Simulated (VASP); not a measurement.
# Li: single point with PBEsol

The system is Li.

```
CELL_PARAMETERS angstrom
7.31287 0.00000 0.00000
0.00000 7.31287 0.00000
0.00000 0.00000 7.31287
ATOMIC_POSITIONS crystal
Li 0.84678 0.18982 0.96724
Li 0.47546 0.76722 0.80779
Li 0.09866 0.90818 0.69358
Li 0.15384 0.92267 0.10477
Li 0.16720 0.55263 0.16009
Li 0.32008 0.17780 0.88478
Li 0.71434 0.97898 0.51215
Li 0.96079 0.27025 0.30046
Li 0.89242 0.71542 0.42154
Li 0.54931 0.40572 0.11800
Li 0.27546 0.13884 0.41968
Li 0.59568 0.34192 0.59778
Li 0.58003 0.95556 0.18824
Li 0.08946 0.44124 0.76955
Li 0.39202 0.67530 0.46615
Li 0.83168 0.64831 0.97198
```

| Item | Value |
| --- | --- |
| Program | VASP 6.6.1 |
| Task | single point |
| Functional | PBEsol |
| Potentials or basis | VASP PAW PBE potentials, release 64 (Li_sv) |
| Cutoff | 520 eV |
| k mesh | 2 × 2 × 2 |
| Occupations | fermi-dirac, width 0.16 eV |
| Spin | no spin polarisation |
| Dipole correction | no |
| Further INCAR settings | LREAL = Auto; ALGO = Normal; EDIFF = 1e-06; NBANDS = 38 |

| Property | Result |
| --- | --- |
| Largest force | 0.783 eV/Å |
| Band gap on the k mesh | zero (bands 24 and 25 overlap by 0.71 eV) |

Forces on the atoms (eV/Å):
```
Li  -0.007 -0.281 -0.402
Li  -0.033  0.043  0.321
Li  -0.123 -0.008  0.061
Li  -0.191 -0.033  0.174
Li   0.243 -0.205 -0.176
Li   0.298 -0.022  0.044
Li  -0.174  0.465  0.605
Li  -0.365  0.035  0.252
Li   0.170 -0.655 -0.286
Li  -0.041  0.062  0.285
Li   0.349 -0.016  0.113
Li   0.140  0.228  0.118
Li  -0.131 -0.059 -0.327
Li   0.063  0.189 -0.438
Li  -0.136  0.038 -0.320
Li  -0.063  0.218 -0.024
```

Levels at points of the mesh, in eV from the Fermi level:
| k point | band 19 | band 20 | band 21 | band 22 | band 23 | band 24 | band 25 | band 26 | band 27 | band 28 |
| --- | --- | --- | --- | --- | --- | --- | --- | --- | --- | --- |
| (0.00, 0.00, 0.00) | -1.01 | -0.96 | -0.92 | -0.86 | -0.80 | 0.35 | 0.46 | 0.60 | 0.72 | 0.74 |
| (0.50, 0.00, 0.00) | -0.69 | -0.52 | -0.50 | -0.44 | -0.41 | -0.39 | -0.36 | -0.12 | 1.13 | 1.28 |
| (0.00, 0.50, 0.00) | -0.59 | -0.56 | -0.51 | -0.46 | -0.42 | -0.36 | -0.29 | -0.19 | 0.96 | 1.29 |
| (0.00, 0.00, 0.50) | -0.58 | -0.54 | -0.50 | -0.43 | -0.39 | -0.35 | -0.31 | -0.28 | 1.01 | 1.14 |
| (0.50, 0.50, 0.00) | -2.03 | -1.97 | -0.20 | -0.18 | 0.00 | 0.07 | 0.12 | 0.40 | 0.45 | 0.51 |
| (0.00, 0.50, 0.50) | -2.02 | -1.91 | -0.21 | -0.09 | 0.01 | 0.03 | 0.12 | 0.22 | 0.38 | 0.57 |
| (0.50, 0.00, 0.50) | -2.03 | -1.92 | -0.32 | -0.10 | 0.00 | 0.04 | 0.18 | 0.33 | 0.42 | 0.66 |
| (0.50, 0.50, 0.50) | -1.59 | -1.54 | -1.46 | -1.40 | -1.38 | -1.30 | 1.78 | 1.93 | 2.00 | 2.08 |

Wall time 110 s on 1 thread of Intel(R) Xeon(R) Platinum 8488C (Sapphire Rapids) (shared host), peak memory 0.37 GiB.

Caveat: the k points lie up to 0.43 Å⁻¹ apart, too coarse for converged energies and pressures of a metal; the atoms stand as in a frame of molecular dynamics; the PAW data sets were made with another functional, which shifts forces and pressure a little.
